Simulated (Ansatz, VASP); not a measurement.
**Y2TaN3 in VASP and in Ansatz**

The input INCAR:

```
SYSTEM = Y2TaN3
PREC = Accurate
ENCUT = 600
EDIFF = 1E-6
ISMEAR = 0
SIGMA = 0.1
LREAL = .False.
LASPH = .True.
NELM = 100
ALGO = Normal
ISIF = 3
LWAVE = .False.
LCHARG = .False.
GGA = PE
IBRION = 2
NSW = 90
EDIFFG = -0.04
```

The input KPOINTS:

```
Automatic mesh
0
Gamma
  6 6 2
  0 0 0
```

POSCAR

```
Y2TaN3
1.0
    4.0149816500      0.0000000000      0.0000000000
   -2.0074908300      3.4770761100      0.0000000000
    0.0000000000      0.0000000000      8.7464314500
Y Ta N
2 1 3
Direct
    0.3333333300      0.6666666700      0.2516720000
    0.3333333300      0.6666666700      0.7483280000
    0.6666666700      0.3333333300      0.0000000000
    0.6666666700      0.3333333300      0.5000000000
    0.0000000000      0.0000000000      0.0000000000
    0.0000000000      0.0000000000      0.5000000000
```

Input for Ansatz:

```yaml
crystal:
  lattice:
    - [4.01498165, 0.0, 0.0]
    - [-2.00749083, 3.47707611, 0.0]
    - [0.0, 0.0, 8.74643145]
  atoms:
    - { symbol: "Y", position: [0.33333333, 0.66666667, 0.251672] }
    - { symbol: "Y", position: [0.33333333, 0.66666667, 0.748328] }
    - { symbol: Ta, position: [0.66666667, 0.33333333, 0.0] }
    - { symbol: "N", position: [0.66666667, 0.33333333, 0.5] }
    - { symbol: "N", position: [0.0, 0.0, 0.0] }
    - { symbol: "N", position: [0.0, 0.0, 0.5] }
basis:
  ecutwfc: 420
kpoints:
  mp_grid: { grid: [6, 6, 2] }
hamiltonian:
  xc: pbe
scf:
  occupations: { method: gaussian, width: 0.1 }
  lower_state_search: "off"
output:
  forces: true
  stress: true
  eigenvalues: true
relax:
  adjacent_minimum: "off"
  f_tol: 0.04
  max_steps: 70
  cell: { stress_tol: 0.4 }
```

Change from the starting cell: species swapped into the Sr2Al3Ge type (P-6m2, No. 187).

Alike in both runs: task relaxation of cell and atoms; functional PBE; k mesh 6 × 6 × 2; occupations gaussian, width 0.1 eV; no spin polarisation.

```csv
,VASP,Ansatz
version,VASP 6.6.1,Ansatz 0.2.0
potentials or method,"VASP PAW PBE potentials, release 64 (Y_sv, Ta_pv, N), cutoff 600 eV","scalar-relativistic, plane waves, PAW"
valence electrons in the cell,48,50
```

|  | VASP | Ansatz | Ansatz less VASP |
| --- | --- | --- | --- |
| gap on the k mesh at the Fermi level, each at its own relaxed structure (eV) | none | none | - |
| relaxed volume (Å³/atom) | 15.42 | 15.47 | +0.047 |
| relaxed cell length with the largest relative difference (Å) | 8.521 | 8.547 | +0.0264 |

A gap of «none» marks a metal or a gap that the smearing closes. VASP's potentials hold 48 valence electrons a cell and Ansatz's 50, so a difference there can come from the potentials and not from the codes.

Neither program's run includes spin-orbit coupling. Noted on VASP's run: the volume moved by over 15 % at a fixed basis, so the end points are rough.
